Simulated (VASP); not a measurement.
InAs (zinc blende): vibrations by perturbation theory with PBE

Crystal: InAs (zinc blende).

```
In As
1.0
     0.00000    3.01887    3.01887
     3.01887    0.00000    3.01887
     3.01887    3.01887    0.00000
In As
1 1
Direct
  0.00000 0.00000 0.00000
  0.25000 0.25000 0.25000
```

```
Program                : VASP 6.6.1
Task                   : vibrations by perturbation theory
Functional             : PBE
Potentials or basis    : VASP PAW PBE potentials, release 64 (In_d, As)
Cutoff                 : 520 eV
k mesh                 : 12 × 12 × 12
Occupations            : gaussian, width 0.02 eV
Spin                   : no spin polarisation
Dipole correction      : no
Further INCAR settings : ALGO = Normal; EDIFF = 1e-08; IBRION = 8; NSW = 1
```

```yaml
Highest_phonon_frequency_at_Γ_LO-TO_splitting_left_out: 217 cm⁻¹
```

Phonon frequencies in cm⁻¹ (negative: imaginary):
```tsv
q point	frequencies
(0.000, 0.000, 0.000)	0 0 0 217 217 217
```

It took 9.2 min on 1 thread of AMD EPYC 7R13 Processor (Zen 3), with other jobs on the host, peak memory 0.54 GiB.

Caveat: the cell wasn't relaxed at this level first, which shifts response properties.
